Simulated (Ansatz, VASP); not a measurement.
One calculation of P, two programs

File INCAR:

```
SYSTEM = P
PREC = Accurate ; ENCUT = 520
EDIFF = 1E-6 ; ISMEAR = -1
SIGMA = 0.08 ; LREAL = .FALSE.
LASPH = .TRUE. ; NELM = 60
ALGO = Normal ; ISIF = 2
LWAVE = .FALSE. ; LCHARG = .FALSE.
GGA = PE ; NBANDS = 8
```

The input KPOINTS:

```
regular mesh
0
G
  20 20 20
  0 0 0
```

File POSCAR:

```
P
1.0
    0.0000000000      1.6440328891      1.6440328891
    1.6440328891      0.0000000000      1.6440328891
    1.6440328891      1.6440328891      0.0000000000
P
1
Direct
    0.0000000000      0.0000000000      0.0000000000
```

Input for Ansatz:

```yaml
crystal:
  lattice:
    - [0.0, 1.6440328891, 1.6440328891]
    - [1.6440328891, 0.0, 1.6440328891]
    - [1.6440328891, 1.6440328891, 0.0]
  atoms:
    - { symbol: P, position: [0.0, 0.0, 0.0] }
kpoints:
  mp_grid: { grid: [20, 20, 20] }
scf:
  occupations: { method: fermi_dirac, width: 0.08 }
hamiltonian:
  xc: pbe
  pseudopotentials: { kind: paw }
output:
  forces: true
  stress: true
  eigenvalues: true
```

Change from the starting cell: volume scaled by 0.612, to set the pressure.

Alike in both runs: task single point; functional PBE; k mesh 20 × 20 × 20; occupations fermi-dirac, width 0.08 eV; no spin polarisation.

|  | VASP | Ansatz |
| --- | --- | --- |
| version | VASP 6.6.1 | Ansatz 0.2.0 |
| potentials or method | VASP PAW PBE potentials, release 64 (P) | PAW with Ansatz's default frozen-core files, scalar-relativistic |
| plane-wave cutoff (eV) | 520 | 420 |
| valence electrons in the cell | 5 | 5 |

```csv
,VASP,Ansatz,Ansatz less VASP
pressure (GPa),116.4,118.0,+1.57
```

Both programs put the cell under a high pressure, so it lies far from rest at this level. With one functional, cell and mesh, what is left measures potentials, basis and numerics.

Noted on VASP's run: the cell as given lies far from equilibrium.
